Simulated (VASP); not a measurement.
MnO: single point with PBE

Crystal: MnO.

```
Mn O
1.0
     1.53136    0.88413    1.99161
    -1.53136    0.88413    1.99161
     0.00000   -1.76826    1.99161
Mn O
1 1
Direct
  0.00000 0.00000 0.00000
  0.50000 0.50000 0.50000
```

```json
{
  "Program": "VASP 6.6.1",
  "Task": "single point",
  "Functional": "PBE",
  "Potentials or basis": "VASP PAW PBE potentials, release 64 (Mn_sv, O)",
  "Cutoff": "700 eV",
  "k mesh": "14 × 14 × 14",
  "Occupations": "gaussian, width 0.05 eV",
  "Spin": "no spin polarisation",
  "Dipole correction": "no",
  "Further INCAR settings": "ALGO = Normal; EDIFF = 1e-06; NBANDS = 18"
}
```

```yaml
Pressure: 10.1 GPa
Band_gap_on_the_k_mesh: zero (an odd number of electrons rules out a gap without spin polarisation)
```

Stress tensor (GPa, compression positive):
```
10.05  0.00  0.00
 0.00 10.05  0.00
 0.00  0.00 10.17
```

Levels at points of the mesh, in eV from the Fermi level:
```tsv
k point	band 7	band 8	band 9	band 10	band 11	band 12	band 13	band 14
(0.00, 0.00, 0.00)	-5.18	-4.12	-2.73	-2.73	-1.00	-0.79	-0.79	2.59
(0.50, 0.00, 0.00)	-7.59	-6.07	-1.30	-0.95	0.88	2.00	2.58	5.74
(0.50, 0.50, 0.00)	-6.93	-5.13	-3.80	-0.56	-0.05	0.36	0.62	8.93
(0.50, 0.50, 0.50)	-8.52	-8.52	0.35	0.35	0.53	2.89	2.89	4.41
```

Wall time 36 s on 1 thread of Intel(R) Xeon(R) 6975P-C (Granite Rapids), on a shared host, peak memory 0.22 GiB.

Caveat: the cell stands under pressure; an odd number of electrons without spin polarisation forces a metal; a magnetic or distorted state may lie lower; the run has no spin polarisation, though such a crystal can be magnetic; semilocal functionals often make such compounds metallic where correlation or magnetic order opens a gap, which also shifts bond lengths. Spin polarisation is off, so any magnetic state and its effect on volume and gap are missing.
